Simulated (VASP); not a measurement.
Wanted: the native input for a VASP 6.6.1 run.

```
Task                   : single point
Functional             : r2SCAN
Potentials or basis    : VASP PAW PBE potentials, release 64 (Ga_d, Se)
Cutoff                 : 520 eV
k mesh                 : 8 × 8 × 8
Occupations            : fermi-dirac, width 0.05 eV
Spin                   : no spin polarisation
Dipole correction      : no
Further INCAR settings : ALGO = Normal; EDIFF = 1e-07; NBANDS = 30
```

Crystal: Ga3Se.

```
Ga Se
1.0
     4.43246    0.00000    0.00000
     0.00000    4.43246    0.00000
     0.00000    0.00000    4.34381
Ga Se
3 1
Direct
  0.00000 0.50000 0.50000
  0.50000 0.00000 0.50000
  0.50000 0.50000 0.00000
  0.00000 0.00000 0.00000
```

The input as run:

POSCAR

```
Ga3Se
1.0
    4.4324600000      0.0000000000      0.0000000000
    0.0000000000      4.4324600000      0.0000000000
    0.0000000000      0.0000000000      4.3438108000
Ga Se
3 1
Direct
    0.0000000000      0.5000000000      0.5000000000
    0.5000000000      0.0000000000      0.5000000000
    0.5000000000      0.5000000000      0.0000000000
    0.0000000000      0.0000000000      0.0000000000
```

INCAR.step1

```
PREC = Accurate
ENCUT = 520
ISMEAR = -1
SIGMA = 0.05
LREAL = F
LASPH = T
NELM = 80
NBANDS = 30
GGA = PE
ALGO = Normal
EDIFF = 1E-4
LWAVE = T
LCHARG = F
```

INCAR.step2

```
PREC = Accurate
ENCUT = 520
EDIFF = 1E-7
ISMEAR = -1
SIGMA = 0.05
LREAL = F
LASPH = T
NELM = 80
ALGO = Normal
ISIF = 2
LWAVE = F
LCHARG = F
METAGGA = R2SCAN
LMIXTAU = T
NBANDS = 30
ISTART = 1
```

KPOINTS

```
regular mesh
0
Gamma
  8 8 8
```

Potentials or basis: VASP PAW PBE potentials, release 64 (Ga_d, Se).

The run is started by

```console
$ cat potpaw_PBE.64/Ga_d/POTCAR potpaw_PBE.64/Se/POTCAR > POTCAR
$ cp INCAR.step1 INCAR
$ mpirun -np 1 vasp_std > vasp.out
$ cp INCAR.step2 INCAR
$ mpirun -np 1 vasp_std > vasp.out
```

Results of the run:

```json
{"Pressure": "-1.0 GPa", "Band gap on the k mesh": "zero (an odd number of electrons rules out a gap without spin polarisation)"}
```

Caveat: the PAW data sets were made with another functional, which shifts forces and pressure a little.

Run time: 12 min on 1 thread of Intel Xeon 8259CL (shared host), peak memory 0.32 GiB.
